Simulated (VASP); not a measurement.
# CdS (F-43m) in VASP: further runs

CdS is run at these levels: LDA; tasks: single point.

All numbers are computed with VASP 6.6.1; they aren't measurements. Logs are shortened: lines on timing, memory, paths and dates and some standing lists are left out, and cuts for length are marked.

## Step 1: The cell of the first run

It takes space group F-43m (No. 216, cubic). The conventional cell has a = 5.467 Å, b = 5.467 Å, c = 5.467 Å, α = 90.00°, β = 90.00°, γ = 90.00°. Cd (site symmetry -43m) has 4 S at 2.37 Å within 3.1 Å. S (site symmetry -43m) has 4 Cd at 2.37 Å within 3.1 Å.

## Step 2: Single point, LDA

Contents of INCAR:

```
SYSTEM = CdS
PREC = Accurate ; ENCUT = 630
EDIFF = 1E-6 ; ISMEAR = 0
SIGMA = 0.01 ; LREAL = .False.
LASPH = .True. ; NELM = 120
ALGO = Normal ; ISIF = 2
LWAVE = .False. ; LCHARG = .False.
GGA = CA ; NBANDS = 20
GGA_COMPAT = .False.
```

Contents of KPOINTS:

```
regular mesh
0
Gamma
  8 8 8
  0 0 0
```

Contents of POSCAR:

```
CdS
1.0
    2.7337494014      2.7337494014      0.0000000000
   -2.7337494014      2.7337494014      0.0000000000
    0.0000000000      2.7337494014      2.7337494014
Cd S
1 1
Direct
    0.0000000000      0.0000000000      0.0000000000
    0.7500000000      0.2500000000      0.5000000000
```

Potentials or basis: VASP PAW LDA potentials, release 64 (Cd_sv_GW, S).

Run with:

```console
$ cat potpaw_LDA.64/Cd_sv_GW/POTCAR potpaw_LDA.64/S/POTCAR > POTCAR
$ mpirun -np 1 vasp_std > vasp.out
```

OUTCAR:

```text
SYSTEM = CdS
   PREC = Accurate
   ENCUT = 630
   EDIFF = 1E-6
   ISMEAR = 0
   LREAL = .False.
   LASPH = .True.
   NELM = 120
   ISIF = 2
   GGA = CA

 ion  position               nearest neighbor table
   1  0.000  0.000  0.000-   2 2.37   2 2.37   2 2.37   2 2.37
   2  0.750  0.250  0.500-   1 2.37   1 2.37   1 2.37   1 2.37

  LATTYP: Found a face centered cubic cell.
 ALAT       =     5.4674988028

  Lattice vectors:

 A1 = (   0.0000000000,   2.7337494014,   2.7337494014)
 A2 = (   2.7337494014,   0.0000000000,   2.7337494014)
 A3 = (   2.7337494014,   2.7337494014,   0.0000000000)

Analysis of symmetry for initial positions (statically):
=====================================================================
 Subroutine PRICEL returns:
 Original cell was already a primitive cell.

 Routine SETGRP: Setting up the symmetry group for a
 face centered cubic supercell.

 Subroutine GETGRP returns: Found 24 space group operations
 (whereof 24 operations were pure point group operations)
 out of a pool of 48 trial point group operations.

The static configuration has the point symmetry T_d .

Analysis of symmetry for dynamics (positions and initial velocities):
=====================================================================
 Subroutine PRICEL returns:
 Original cell was already a primitive cell.

 Routine SETGRP: Setting up the symmetry group for a
 face centered cubic supercell.

 Subroutine GETGRP returns: Found 24 space group operations
 (whereof 24 operations were pure point group operations)
 out of a pool of 48 trial point group operations.

The dynamic configuration has the point symmetry T_d .

 Subroutine INISYM returns: Found 24 space group operations
 (whereof 24 operations are pure point group operations),
 and found     1 'primitive' translations

----------------------------------------------------------------------------------------

                                     Primitive cell

  volume of cell :      40.8607

  direct lattice vectors                    reciprocal lattice vectors
     2.733749401  2.733749401  0.000000000     0.182898988  0.182898988 -0.182898988
    -2.733749401  2.733749401  0.000000000    -0.182898988  0.182898988 -0.182898988
     0.000000000  2.733749401  2.733749401     0.000000000  0.000000000  0.365797977

  length of vectors
     3.866105480  3.866105480  3.866105480     0.316790341  0.316790341  0.365797977

  position of ions in fractional coordinates (direct lattice)
     0.000000000  0.000000000  0.000000000
     0.750000000  0.250000000  0.500000000

  ion indices of the primitive-cell ions
   primitive index   ion index
                 1           1
                 2           2

----------------------------------------------------------------------------------------

 KPOINTS: regular mesh

Automatic generation of k-mesh.
 Grid dimensions read from file:
 generate k-points for:    8    8    8

 Generating k-lattice:

  Cartesian coordinates                     Fractional coordinates (reciprocal lattice)
     0.022862374  0.022862374 -0.022862374     0.125000000  0.000000000  0.000000000
    -0.022862374  0.022862374 -0.022862374     0.000000000  0.125000000  0.000000000
     0.000000000  0.000000000  0.045724747     0.000000000  0.000000000  0.125000000

  Length of vectors
     0.039598793  0.039598793  0.045724747

  Shift w.r.t. Gamma in fractional coordinates (k-lattice)
     0.000000000  0.000000000  0.000000000

 Subroutine IBZKPT returns following result:
 ===========================================

 Found     29 irreducible k-points:

 Following reciprocal coordinates:
            Coordinates               Weight
  0.000000  0.000000  0.000000      1.000000
  0.125000  0.000000  0.000000      8.000000
  0.250000  0.000000  0.000000      8.000000
  0.375000  0.000000  0.000000      8.000000
  0.500000  0.000000  0.000000      4.000000
  0.125000  0.125000  0.000000     12.000000
[... 16 lines left out ...]
  0.375000  0.250000  0.125000     48.000000
  0.500000  0.250000  0.125000     24.000000
 [... further k-points ...]
   k-points           NKPTS =     29   k-points in BZ     NKDIM =     29   number of bands    NBANDS=     20
   number of dos      NEDOS =    301   number of ions     NIONS =      2
   total plane-waves  NPLWV =  32768
   dimension x,y,z NGX =    32 NGY =   32 NGZ =   32
   dimension x,y,z NGXF=    64 NGYF=   64 NGZF=   64
   ions per type =               1   1
   NGX,Y,Z   is equivalent  to a cutoff of  13.76, 13.76, 13.76 a.u.
   NGXF,Y,Z  is equivalent  to a cutoff of  27.52, 27.52, 27.52 a.u.
 SYSTEM =  CdS
   PREC   = accura    normal or accurate (medium, high low for compatibility)
   ISTART =      0    job   : 0-new  1-cont  2-samecut
   ICHARG =      2    charge: 1-file 2-atom 10-const
   ISPIN  =      1    spin polarized calculation?
   LNONCOLLINEAR =      F non collinear calculations
   LSORBIT =      F    spin-orbit coupling
   LASPH  =      T    aspherical Exc in radial PAW
   ENCUT  =  630.0 eV  46.30 Ry    6.80 a.u.   7.91  7.91  7.91*2*pi/ulx,y,z
   NELM   =    120;   NELMIN=  2; NELMDL= -5     # of ELM steps
   EDIFF  = 0.1E-05   stopping-criterion for ELM
   LREAL  =      F    real-space projection
   EDIFFG = 0.1E-04   stopping-criterion for IOM
   NSW    =      0    number of steps for IOM
   IBRION =     -1    ionic relax: 0-MD 1-quasi-New 2-CG
   NFREE  =      0    steps in history (QN), initial steepest desc. (CG)
   ISIF   =      2    stress and relaxation
   ISYM   =      2    0-nonsym 1-usesym 2-fastsym
   POTIM  = 0.5000    time-step for ionic-motion
   TEBEG  =    0.0;   TEEND  =   0.0 temperature during run
   PSTRESS=    0.0 pullay stress
   NELECT =      26.0000    total number of electrons
   NUPDOWN=      -1.0000    fix difference up-down
   EMIN   =  10.00;   EMAX   =-10.00  energy-range for DOS
   EFERMI =   0.00;   METHOD = LEGACY
   ISMEAR =     0;   SIGMA  =   0.01  broadening in eV -4-tet -1-fermi 0-gaus
   EFERMI_NEDOS =   21; number of points for ismear=-14 and -15
   IALGO  =     38    algorithm
   IMIX   =      4    mixing-type and parameters
     AMIX     =   0.40;   BMIX     =  1.00
     AMIX_MAG =   1.60;   BMIX_MAG =  1.00
  volume/ion in A,a.u.               =      20.43       137.87
  Fermi-wavevector in a.u.,A,eV,Ry     =   1.408091  2.660905 26.976529  1.982719
  Thomas-Fermi vector in A             =   2.530284
   LORBIT       =      0    0 simple, 1 ext, 2 COOP (PROOUT), +10 PAW based schemes
   GGA     = CA    functional components
   LHFCALC =     F    Hartree Fock is set to
   AEXX    =    0.0000 exact exchange contribution
   IVDW    =     0    specifies the selected vdW correction
   LEPSILON=     F    determine dielectric tensor
   LRPA    =     F    only Hartree local field effects (RPA)
 non-spin polarized calculation
 Gauss-broadening in eV      SIGMA  =   0.01
  energy-cutoff  :      630.00
  volume of cell :       40.86
 maximum number of plane-waves:      1480
   NGX = 15   NGY = 15   NGZ = 15

 number of electron      26.0000008 magnetization

 Free energy of the ion-electron system (eV)
  ---------------------------------------------------
  ext. energy  EPLUGINS =         0.00000000
  ---------------------------------------------------
  free energy    TOTEN  =        -7.16343443 eV

  energy without entropy =       -7.16343443  energy(sigma->0) =       -7.16343443

 E-fermi :   5.0636     XC(G=0): -10.6557

 val. band max:        4.8751836845   @ k =   0.0000   0.0000   0.0000
 cond. band min:       6.1367219418   @ k =   0.0000   0.0000   0.0000
 fundamental gap:      1.2615382573
 Fermi energy:         5.0636028114

 k-point     1 :       0.0000    0.0000    0.0000
  band No.  band energies     occupation
      1     -96.4592      2.00000
      2     -57.8569      2.00000
      3     -57.8569      2.00000
      4     -57.8569      2.00000
      5      -8.8986      2.00000
      6      -3.8870      2.00000
[... 12 lines left out ...]
     19      16.5817      0.00000
     20      16.9801      0.00000

 k-point     2 :       0.1250    0.0000    0.0000
  band No.  band energies     occupation
      1     -96.4592      2.00000
      2     -57.8571      2.00000
      3     -57.8569      2.00000
      4     -57.8569      2.00000
      5      -8.8029      2.00000
      6      -3.8511      2.00000
[... 12 lines left out ...]
     19      15.8160      0.00000
     20      17.1455      0.00000

 k-point     3 :       0.2500    0.0000    0.0000
  band No.  band energies     occupation
      1     -96.4592      2.00000
      2     -57.8579      2.00000
      3     -57.8570      2.00000
      4     -57.8570      2.00000
      5      -8.5691      2.00000
      6      -3.7734      2.00000
[... 12 lines left out ...]
     19      15.5280      0.00000
     20      16.3053      0.00000

 k-point     4 :       0.3750    0.0000    0.0000
  band No.  band energies     occupation
      1     -96.4592      2.00000
      2     -57.8586      2.00000
      3     -57.8572      2.00000
      4     -57.8572      2.00000
      5      -8.3350      2.00000
      6      -3.7146      2.00000
[... 12 lines left out ...]
     19      16.5081      0.00000
     20      16.5081      0.00000

 k-point     5 :       0.5000    0.0000    0.0000
  band No.  band energies     occupation
      1     -96.4592      2.00000
      2     -57.8590      2.00000
      3     -57.8572      2.00000
      4     -57.8572      2.00000
      5      -8.2394      2.00000
      6      -3.6972      2.00000
[... 12 lines left out ...]
     19      17.5981      0.00000
     20      17.5981      0.00000
[... 353 lines left out ...]
      6      -3.6581      2.00000
[... 12 lines left out ...]
     19      16.9217      0.00000
     20      18.5847      0.00000

 k-point    22 :       0.2500    0.2500    0.1250
  band No.  band energies     occupation
      1     -96.4592      2.00000
      2     -57.8581      2.00000
      3     -57.8574      2.00000
      4     -57.8572      2.00000
      5      -8.3971      2.00000
      6      -3.7089      2.00000
[... 12 lines left out ...]
     19      17.0772      0.00000
     20      19.0649      0.00000

 k-point    23 :       0.3750    0.2500    0.1250
  band No.  band energies     occupation
      1     -96.4592      2.00000
      2     -57.8585      2.00000
      3     -57.8576      2.00000
      4     -57.8573      2.00000
      5      -8.2139      2.00000
      6      -3.6468      2.00000
[... 12 lines left out ...]
     19      17.9171      0.00000
     20      18.5522      0.00000

 k-point    24 :       0.5000    0.2500    0.1250
  band No.  band energies     occupation
      1     -96.4592      2.00000
      2     -57.8587      2.00000
      3     -57.8577      2.00000
      4     -57.8574      2.00000
      5      -8.1399      2.00000
      6      -3.6423      2.00000
[... 12 lines left out ...]
     19      17.2926      0.00000
     20      18.4589      0.00000

 [... further k-points ...]
[... 5 lines left out ...]
  --------------------------------------------------------------------------------------
  -------------------------------------------------------------------------------------
  Total        3.8443388      3.8443388      3.8443388      0.0000000      0.0000000     -0.0000000
  in kB      150.7391784    150.7391784    150.7391784      0.0000000      0.0000000     -0.0000000
  external PRESSURE =     150.7391784 kB  Pullay stress =       0.0000000 kB

 VOLUME and BASIS-vectors are now :
 -----------------------------------------------------------------------------
  energy-cutoff  :      630.00
  volume of cell :       40.86
      direct lattice vectors                 reciprocal lattice vectors
     2.733749401  2.733749401  0.000000000     0.182898988  0.182898988 -0.182898988
    -2.733749401  2.733749401  0.000000000    -0.182898988  0.182898988 -0.182898988
     0.000000000  2.733749401  2.733749401     0.000000000  0.000000000  0.365797977

 POSITION                                       TOTAL-FORCE (eV/Angst)
 -----------------------------------------------------------------------------------
      0.00000      0.00000      0.00000        -0.000000      0.000000      0.000000
      1.36687      4.10062      1.36687         0.000000     -0.000000      0.000000
 -----------------------------------------------------------------------------------
    total drift:                                0.000000     -0.000000      0.000000

  FREE ENERGIE OF THE ION-ELECTRON SYSTEM (eV)
  ---------------------------------------------------
  free  energy   TOTEN  =        -7.1634344285 eV

  energy  without entropy=       -7.1634344285  energy(sigma->0) =       -7.16343443
```

Wall time 12 s (1 thread of Intel Xeon Platinum 8488C (Sapphire Rapids), shared host); peak memory 0.18 GiB.

Results:

| Quantity | Value |
| --- | --- |
| Free energy | -7.1634 eV |
| Pressure | 15.1 GPa |
| Band gap on the k mesh | 1.26 eV |

Caveat: the cell stands under pressure.

## Step 3: Single point, LDA

This run uses another cell than the first one, of 21.30 Å³/atom.

Contents of INCAR:

```
SYSTEM = CdS
ALGO = Normal ; EDIFF = 1E-6
ENCUT = 630 ; GGA = CA
GGA_COMPAT = .FALSE. ; ISIF = 2
ISMEAR = 0 ; LASPH = .TRUE.
LCHARG = .FALSE. ; LREAL = .FALSE.
LWAVE = .FALSE. ; NBANDS = 20
NELM = 120 ; PREC = Accurate
SIGMA = 0.01
```

Contents of KPOINTS:

```
k-points
0
G
  8 8 8
  0 0 0
```

Contents of POSCAR:

```
CdS
1.0
    2.7718631311      2.7718631311      0.0000000000
   -2.7718631311      2.7718631311      0.0000000000
    0.0000000000      2.7718631311      2.7718631311
Cd S
1 1
Direct
    0.0000000000      0.0000000000      0.0000000000
    0.7500000000      0.2500000000      0.5000000000
```

Potentials or basis: VASP PAW LDA potentials, release 64 (Cd_sv_GW, S).

Run with:

```console
$ cat potpaw_LDA.64/Cd_sv_GW/POTCAR potpaw_LDA.64/S/POTCAR > POTCAR
$ mpirun -np 1 vasp_std > vasp.out
```

It took 9.6 s on 1 thread of Intel Xeon 6975P-C (Granite Rapids), shared host; peak memory 0.18 GiB.

The run converged. Its results:

| Property | Result |
| --- | --- |
| Free energy | -7.2999 eV |
| Pressure | 10.0 GPa |
| Band gap on the k mesh | 1.19 eV |

Levels at points of the mesh, in eV from the valence-band top:
| k point | band 10 | band 11 | band 12 | band 13 | band 14 | band 15 | band 16 | band 17 |
| --- | --- | --- | --- | --- | --- | --- | --- | --- |
| (0.00, 0.00, 0.00) | -7.78 | 0.00 | 0.00 | 0.00 | 1.19 | 6.27 | 6.27 | 6.27 |
| (0.50, 0.00, 0.00) | -7.24 | -5.55 | -1.02 | -1.02 | 2.96 | 6.81 | 6.81 | 7.60 |
| (0.50, 0.50, 0.00) | -7.17 | -4.77 | -2.52 | -2.52 | 3.03 | 4.26 | 9.62 | 11.47 |

Caveat: the cell stands under pressure.

(Continued in part 2 of 2.)
